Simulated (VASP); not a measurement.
The system is ZrC.

```
Zr C
1.0
     0.00000    2.36500    2.36500
     2.36500    0.00000    2.36500
     2.36500    2.36500    0.00000
Zr C
1 1
Direct
  0.50000 0.50000 0.50000
  0.00000 0.00000 0.00000
```

Base run:

| Property | Result |
| --- | --- |
| Program | VASP 6.6.1 |
| Functional | PBE |
| Potentials or basis | VASP PAW PBE potentials, release 64 (Zr_sv, C) |
| Cutoff | 520 eV |
| k mesh | 12 × 12 × 12 |
| Occupations | fermi-dirac, width 0.05 eV |
| Spin | collinear spin |
| Starting moments | [0.2, 0.0] μB |
| Fixed moment | 0.2 μB |

Its results: pressure -2.6 GPa; site moments Zr +0.04; C +0.08 μB.

Task: After a change of settings the same cell gave: pressure -2.0 GPa; site moments Zr +0.09; C +0.14 μB. Which change was it?
A. fixed moment from 0.2 μB to 1.2 μB; moments at the start from [0.2, 0.0] to [1.2, 0.0]
B. fixed moment from 0.2 μB to 0.9 μB; moments at the start from [0.2, 0.0] to [0.9, 0.0]
C. fixed moment from 0.2 μB to 0.6 μB; moments at the start from [0.2, 0.0] to [0.6, 0.0]
D. fixed moment from 0.2 μB to 0.4 μB; moments at the start from [0.2, 0.0] to [0.4, 0.0]

Result: D.

Caveats: the total moment is fixed, so each spin has its own Fermi level and the state may be an excited one.
